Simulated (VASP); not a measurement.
# HoS4 (P6/mmm) in VASP: a series of runs, part 2 of 2

VASP 6.6.1.

## (3) Single point, PBE

This run uses another cell than the first one, of 26.72 Å³/atom.

File INCAR:

```
ALGO = Normal
EDIFF = 1E-6
ENCUT = 500
GGA = PE
GGA_COMPAT = False
ISIF = 2
ISMEAR = 0
LASPH = True
LCHARG = False
LMAXMIX = 6
LREAL = False
LWAVE = False
NBANDS = 24
NELM = 200
PREC = Accurate
SIGMA = 0.1
```

File KPOINTS:

```
k-points
0
Gamma
  3 3 4
```

File POSCAR:

```
HoS4
1.0
    5.9577734700      0.0000000000      0.0000000000
   -2.9788867400      5.1595831800      0.0000000000
    0.0000000000      0.0000000000      4.3463999600
Ho S
1 4
Direct
    0.0000000000      0.0000000000      0.0000000000
    0.5000000000      0.0000000000      0.5000000000
    0.0000000000      0.5000000000      0.5000000000
    0.5000000000      0.5000000000      0.5000000000
    0.0000000000      0.0000000000      0.5000000000
```

Potentials or basis: VASP PAW PBE potentials, release 64 (Ho_3, S), 4f in core.

Started as:

```
$ cat potpaw_PBE.64/Ho_3/POTCAR potpaw_PBE.64/S/POTCAR > POTCAR
$ mpirun -np 1 vasp_std > vasp.out
```

OUTCAR:

```text
EDIFF = 1E-6
   ENCUT = 500
   GGA = PE
   ISIF = 2
   ISMEAR = 0
   LASPH = True
   LREAL = False
   NELM = 200
   PREC = Accurate

 ion  position               nearest neighbor table
   1  0.000  0.000  0.000-   5 2.17   5 2.17
   2  0.500  0.000  0.500-
   3  0.000  0.500  0.500-
   4  0.500  0.500  0.500-
   5  0.000  0.000  0.500-   1 2.17   1 2.17

  LATTYP: Found a hexagonal cell.
 ALAT       =     5.9577734700
 C/A-ratio  =     0.7295342768

  Lattice vectors:

 A1 = (   5.9577734700,   0.0000000000,   0.0000000000)
 A2 = (  -2.9788867400,   5.1595831800,   0.0000000000)
 A3 = (   0.0000000000,   0.0000000000,   4.3463999600)

Analysis of symmetry for initial positions (statically):
=====================================================================
 Subroutine PRICEL returns:
 Original cell was already a primitive cell.

 Routine SETGRP: Setting up the symmetry group for a
 hexagonal supercell.
[... 154 lines left out ...]
  free energy    TOTEN  =       -16.93248901 eV

  energy without entropy =      -16.89358495  energy(sigma->0) =      -16.91303698

 E-fermi :   2.3857     XC(G=0):  -8.6970

 val. band max:        2.3584443896   @ k =   0.3333   0.0000   0.0000
 cond. band min:       2.4182396113   @ k =   0.3333   0.0000   0.2500
 fundamental gap:      0.0597952217
 Fermi energy:         2.3856981271

 k-point     1 :       0.0000    0.0000    0.0000
  band No.  band energies     occupation
      1     -22.5791      2.00000
      2     -21.9539      2.00000
      3     -21.9539      2.00000
      4     -11.8792      2.00000
      5      -9.7631      2.00000
      6      -8.5850      2.00000
[... 232 lines left out ...]
     23       8.7082      0.00000
     24       8.7087      0.00000

------------------------ aborting loop because EDIFF is reached ----------------------------------------

  FORCE on cell =-STRESS in cart. coord.  units (eV):
  Direction    XX          YY          ZZ          XY          YZ          ZX
  --------------------------------------------------------------------------------------
  -------------------------------------------------------------------------------------
  Total       -7.2259623     -7.2259623     29.7903217      0.0000000      0.0000000      0.0000000
  in kB      -86.6518778    -86.6518779    357.2378630      0.0000001      0.0000000      0.0000000
  external PRESSURE =      61.3113691 kB  Pullay stress =       0.0000000 kB

 VOLUME and BASIS-vectors are now :
 -----------------------------------------------------------------------------
  energy-cutoff  :      500.00
  volume of cell :      133.61
      direct lattice vectors                 reciprocal lattice vectors
     5.957773470  0.000000000  0.000000000     0.167847939  0.096907053  0.000000000
    -2.978886740  5.159583180  0.000000000     0.000000000  0.193814106  0.000000000
     0.000000000  0.000000000  4.346399960     0.000000000  0.000000000  0.230075467

 POSITION                                       TOTAL-FORCE (eV/Angst)
 -----------------------------------------------------------------------------------
      0.00000      0.00000      0.00000         0.000000      0.000000      0.000000
      2.97889      0.00000      2.17320         0.000000      0.000000      0.000000
     -1.48944      2.57979      2.17320        -0.000000      0.000000      0.000000
      1.48944      2.57979      2.17320        -0.000000      0.000000      0.000000
      0.00000      0.00000      2.17320        -0.000000      0.000000      0.000000
 -----------------------------------------------------------------------------------
    total drift:                                0.000000      0.000000     -0.000000

  FREE ENERGIE OF THE ION-ELECTRON SYSTEM (eV)
  ---------------------------------------------------
  free  energy   TOTEN  =       -16.9324890091 eV

  energy  without entropy=      -16.8935849505  energy(sigma->0) =      -16.91303698
```

stdout:

```text
POSCAR found type information on POSCAR HoS
 POSCAR found :  2 types and       5 ions
 scaLAPACK will be used
 LDA part: xc-table for (Slater+PW92), standard interpolation
 POSCAR, INCAR and KPOINTS ok, starting setup
 FFT: planning ... GRIDC
 FFT: planning ... GRID_SOFT
 FFT: planning ... GRID
 WAVECAR not read
 entering main loop
```

Wall time 47 s (1 thread of AMD EPYC 9R14 (Zen 4), shared host); peak memory 0.22 GiB.

What came out:

| Property | Result |
| --- | --- |
| Free energy | -16.9325 eV |
| Pressure | 6.1 GPa |
| Band gap on the k mesh | zero (an odd number of electrons rules out a gap without spin polarisation) |

Caveat: the k points lie up to 0.41 Å⁻¹ apart, too coarse for converged energies and pressures of a metal; spin-orbit coupling is left out, which moves the levels of the heavy elements; the 4f electrons are frozen in the core, so they carry no moment and show no levels; the run has no spin polarisation, though such a crystal can be magnetic. Spin polarisation is off, so any magnetic state and its effect on volume and gap are missing.

## (4) Single point, PBE

This run uses another cell than the first one, of 25.26 Å³/atom.

File INCAR:

```
SYSTEM = HoS4
  PREC = Accurate
  ENCUT = 500
  EDIFF = 1E-6
  ISMEAR = 0
  SIGMA = 0.1
  LREAL = .FALSE.
  LASPH = .TRUE.
  NELM = 200
  ALGO = Normal
  ISIF = 2
  LWAVE = .FALSE.
  LCHARG = .TRUE.
  GGA = PE
  LELF = .TRUE.
  LVHAR = .TRUE.
  NBANDS = 24
  GGA_COMPAT = .FALSE.
  LMAXMIX = 6
```

File KPOINTS:

```
Automatic mesh
0
G
  6 6 4
  0 0 0
```

Edit POSCAR of step 3 so:

```diff
@@ -2,5 +2,5 @@
 1.0
-    5.9577734700      0.0000000000      0.0000000000
-   -2.9788867400      5.1595831800      0.0000000000
-    0.0000000000      0.0000000000      4.3463999600
+    5.4512647907      0.0000000000      0.0000000000
+   -2.7256323953      4.7209337915      0.0000000000
+    0.0000000000      0.0000000000      4.9086423220
 Ho S
```

Potentials or basis: VASP PAW PBE potentials, release 64 (Ho_3, S), 4f in core.

Started as:

```
$ cat potpaw_PBE.64/Ho_3/POTCAR potpaw_PBE.64/S/POTCAR > POTCAR
$ mpirun -np 1 vasp_std > vasp.out
```

OUTCAR:

```text
SYSTEM = HoS4
   PREC = Accurate
   ENCUT = 500
   EDIFF = 1E-6
   ISMEAR = 0
   LREAL = .FALSE.
   LASPH = .TRUE.
   NELM = 200
   ISIF = 2
   GGA = PE

 ion  position               nearest neighbor table
   1  0.000  0.000  0.000-   5 2.45   5 2.45
   2  0.500  0.000  0.500-   4 2.73   4 2.73   5 2.73   5 2.73   3 2.73   3 2.73
   3  0.000  0.500  0.500-   5 2.73   5 2.73   4 2.73   4 2.73   2 2.73   2 2.73
   4  0.500  0.500  0.500-   2 2.73   2 2.73   3 2.73   3 2.73   5 2.73   5 2.73
   5  0.000  0.000  0.500-   1 2.45   1 2.45   3 2.73   3 2.73   2 2.73   2 2.73   4 2.73   4 2.73

  LATTYP: Found a hexagonal cell.
 ALAT       =     5.4512647907
 C/A-ratio  =     0.9004593448

  Lattice vectors:

 A1 = (   5.4512647907,   0.0000000000,   0.0000000000)
 A2 = (  -2.7256323953,   4.7209337915,   0.0000000000)
 A3 = (   0.0000000000,   0.0000000000,   4.9086423220)

Analysis of symmetry for initial positions (statically):
=====================================================================
 Subroutine PRICEL returns:
 Original cell was already a primitive cell.

 Routine SETGRP: Setting up the symmetry group for a
 hexagonal supercell.

 Subroutine GETGRP returns: Found 24 space group operations
 (whereof 24 operations were pure point group operations)
 out of a pool of 24 trial point group operations.

The static configuration has the point symmetry D_6h.

Analysis of symmetry for dynamics (positions and initial velocities):
=====================================================================
 Subroutine PRICEL returns:
 Original cell was already a primitive cell.

 Routine SETGRP: Setting up the symmetry group for a
 hexagonal supercell.

 Subroutine GETGRP returns: Found 24 space group operations
 (whereof 24 operations were pure point group operations)
 out of a pool of 24 trial point group operations.

The dynamic configuration has the point symmetry D_6h.

 Subroutine INISYM returns: Found 24 space group operations
 (whereof 24 operations are pure point group operations),
 and found     1 'primitive' translations

----------------------------------------------------------------------------------------

                                     Primitive cell

  volume of cell :     126.3242

  direct lattice vectors                    reciprocal lattice vectors
     5.451264791  0.000000000  0.000000000     0.183443666  0.105911250  0.000000000
    -2.725632395  4.720933792  0.000000000     0.000000000  0.211822500  0.000000000
     0.000000000  0.000000000  4.908642322     0.000000000  0.000000000  0.203722320

  length of vectors
     5.451264791  5.451264791  4.908642322     0.211822500  0.211822500  0.203722320

  position of ions in fractional coordinates (direct lattice)
     0.000000000  0.000000000  0.000000000
     0.500000000  0.000000000  0.500000000
     0.000000000  0.500000000  0.500000000
     0.500000000  0.500000000  0.500000000
     0.000000000  0.000000000  0.500000000

  ion indices of the primitive-cell ions
   primitive index   ion index
                 1           1
                 2           2
                 3           3
[... 25 lines left out ...]
 ===========================================

 Found     21 irreducible k-points:

 Following reciprocal coordinates:
            Coordinates               Weight
  0.000000  0.000000  0.000000      1.000000
  0.166667 -0.000000  0.000000      6.000000
  0.333333  0.000000  0.000000      6.000000
  0.500000  0.000000  0.000000      3.000000
  0.166667  0.166667  0.000000      6.000000
  0.333333  0.166667  0.000000     12.000000
[... 13 lines left out ...]
  0.333333  0.166667  0.500000     12.000000
  0.333333  0.333333  0.500000      2.000000
   k-points           NKPTS =     21   k-points in BZ     NKDIM =     21   number of bands    NBANDS=     24
   number of dos      NEDOS =    301   number of ions     NIONS =      5
   total plane-waves  NPLWV =  57600
   dimension x,y,z NGX =    40 NGY =   40 NGZ =   36
   dimension x,y,z NGXF=    80 NGYF=   80 NGZF=   72
   ions per type =               1   4
   NGX,Y,Z   is equivalent  to a cutoff of  12.20, 12.20, 12.19 a.u.
   NGXF,Y,Z  is equivalent  to a cutoff of  24.40, 24.40, 24.38 a.u.
 SYSTEM =  HoS4
   PREC   = accura    normal or accurate (medium, high low for compatibility)
   ISTART =      0    job   : 0-new  1-cont  2-samecut
   ICHARG =      2    charge: 1-file 2-atom 10-const
   ISPIN  =      1    spin polarized calculation?
   LNONCOLLINEAR =      F non collinear calculations
   LSORBIT =      F    spin-orbit coupling
   LASPH  =      T    aspherical Exc in radial PAW
   ENCUT  =  500.0 eV  36.75 Ry    6.06 a.u.   9.94  9.94  8.95*2*pi/ulx,y,z
   NELM   =    200;   NELMIN=  2; NELMDL= -5     # of ELM steps
   EDIFF  = 0.1E-05   stopping-criterion for ELM
   LREAL  =      F    real-space projection
   EDIFFG = 0.1E-04   stopping-criterion for IOM
   NSW    =      0    number of steps for IOM
   IBRION =     -1    ionic relax: 0-MD 1-quasi-New 2-CG
   NFREE  =      0    steps in history (QN), initial steepest desc. (CG)
   ISIF   =      2    stress and relaxation
   ISYM   =      2    0-nonsym 1-usesym 2-fastsym
   POTIM  = 0.5000    time-step for ionic-motion
   TEBEG  =    0.0;   TEEND  =   0.0 temperature during run
   PSTRESS=    0.0 pullay stress
   NELECT =      33.0000    total number of electrons
   NUPDOWN=      -1.0000    fix difference up-down
   EMIN   =  10.00;   EMAX   =-10.00  energy-range for DOS
   EFERMI =   0.00;   METHOD = LEGACY
   ISMEAR =     0;   SIGMA  =   0.10  broadening in eV -4-tet -1-fermi 0-gaus
   EFERMI_NEDOS =   21; number of points for ismear=-14 and -15
   IALGO  =     38    algorithm
   IMIX   =      4    mixing-type and parameters
     AMIX     =   0.40;   BMIX     =  1.00
     AMIX_MAG =   1.60;   BMIX_MAG =  1.00
  volume/ion in A,a.u.               =      25.26       170.50
  Fermi-wavevector in a.u.,A,eV,Ry     =   1.046527  1.977650 14.901368  1.095220
  Thomas-Fermi vector in A             =   2.181369
   LORBIT       =      0    0 simple, 1 ext, 2 COOP (PROOUT), +10 PAW based schemes
   GGA     = PE    functional components
   LHFCALC =     F    Hartree Fock is set to
   AEXX    =    0.0000 exact exchange contribution
   IVDW    =     0    specifies the selected vdW correction
   LEPSILON=     F    determine dielectric tensor
   LRPA    =     F    only Hartree local field effects (RPA)
 non-spin polarized calculation
 Gauss-broadening in eV      SIGMA  =   0.10
  energy-cutoff  :      500.00
  volume of cell :      126.32
 maximum number of plane-waves:      3228
 NGX is ok and might be reduce to    40
   NGX = 19   NGY = 19   NGZ = 17

 number of electron      32.9999998 magnetization

 Free energy of the ion-electron system (eV)
  ---------------------------------------------------
  ext. energy  EPLUGINS =         0.00000000
  ---------------------------------------------------
  free energy    TOTEN  =       -19.61507340 eV

  energy without entropy =      -19.60124809  energy(sigma->0) =      -19.60816075

 E-fermi :   3.9236     XC(G=0):  -8.9177

 val. band max:        3.9037430180   @ k =   0.1667  -0.0000   0.0000
 cond. band min:       3.9968834157   @ k =   0.1667   0.1667   0.2500
 fundamental gap:      0.0931403978
 Fermi energy:         3.9235534031

 k-point     1 :       0.0000    0.0000    0.0000
  band No.  band energies     occupation
      1     -21.9260      2.00000
      2     -21.9260      2.00000
      3     -21.7420      2.00000
      4     -11.6983      2.00000
      5      -8.3831      2.00000
      6      -7.5152      2.00000
[... 556 lines left out ...]
     23       7.2197      0.00000
     24       7.2197      0.00000

------------------------ aborting loop because EDIFF is reached ----------------------------------------

  FORCE on cell =-STRESS in cart. coord.  units (eV):
  Direction    XX          YY          ZZ          XY          YZ          ZX
  --------------------------------------------------------------------------------------
  -------------------------------------------------------------------------------------
  Total       -0.1117643     -0.1117643      0.2434315     -0.0000000      0.0000000     -0.0000000
  in kB       -1.4175132     -1.4175132      3.0874555     -0.0000000      0.0000000     -0.0000000
  external PRESSURE =       0.0841430 kB  Pullay stress =       0.0000000 kB

 VOLUME and BASIS-vectors are now :
 -----------------------------------------------------------------------------
  energy-cutoff  :      500.00
  volume of cell :      126.32
      direct lattice vectors                 reciprocal lattice vectors
     5.451264791  0.000000000  0.000000000     0.183443666  0.105911250  0.000000000
    -2.725632395  4.720933792  0.000000000     0.000000000  0.211822500  0.000000000
     0.000000000  0.000000000  4.908642322     0.000000000  0.000000000  0.203722320

 POSITION                                       TOTAL-FORCE (eV/Angst)
 -----------------------------------------------------------------------------------
      0.00000      0.00000      0.00000         0.000000      0.000000      0.000000
      2.72563      0.00000      2.45432        -0.000000      0.000000      0.000000
     -1.36282      2.36047      2.45432         0.000000      0.000000      0.000000
      1.36282      2.36047      2.45432        -0.000000      0.000000      0.000000
      0.00000      0.00000      2.45432         0.000000      0.000000      0.000000
 -----------------------------------------------------------------------------------
    total drift:                                0.000000      0.000000     -0.000000

  FREE ENERGIE OF THE ION-ELECTRON SYSTEM (eV)
  ---------------------------------------------------
  free  energy   TOTEN  =       -19.6150734024 eV

  energy  without entropy=      -19.6012480907  energy(sigma->0) =      -19.60816075
```

Run time: 75 s. Hardware: 1 thread of AMD EPYC 9R14 (Zen 4), shared host; peak memory 0.22 GiB.

What came out:

| Quantity | Value |
| --- | --- |
| Free energy | -19.6151 eV |
| Pressure | 0.0 GPa |
| Band gap on the k mesh | zero (an odd number of electrons rules out a gap without spin polarisation) |

Stress tensor (GPa, compression positive):
```
-0.14  0.00  0.00
 0.00 -0.14  0.00
 0.00  0.00  0.31
```

Caveat: spin-orbit coupling is left out, which moves the levels of the heavy elements; the 4f electrons are frozen in the core, so they carry no moment and show no levels; the run has no spin polarisation, though such a crystal can be magnetic. With open d or f shells a metallic result of PBE can be an artefact of self-interaction; +U or a hybrid may open a gap.

## (5) Summary

| cell | k mesh | gap on the mesh (eV) | pressure (GPa) |
| --- | --- | --- | --- |
| a = 5.393, b = 5.393, c = 4.931 Å, angles 90.0, 90.0, 120.0°, 5 atoms | 3 × 3 × 4 | none | 0.0 |
| a = 5.958, b = 5.958, c = 4.346 Å, angles 90.0, 90.0, 120.0°, 5 atoms | 3 × 3 × 4 | none | 6.1 |
| a = 5.451, b = 5.451, c = 4.909 Å, angles 90.0, 90.0, 120.0°, 5 atoms | 6 × 6 × 4 | none | 0.0 |

Alike in all rows: task single point; level PBE; potentials or basis VASP PAW PBE potentials, release 64 (Ho_3, S), 4f in core; no spin polarisation; cutoff (eV) 500; smearing gaussian 0.1 eV.

Caveats: some runs use coarse meshes; spin-orbit coupling is left out, which moves the levels of the heavy elements; the 4f electrons are frozen in the core, so they carry no moment and show no levels; the run has no spin polarisation, though such a crystal can be magnetic.

Total energies depend on the potentials used, so only differences within one code and one set of settings carry meaning.
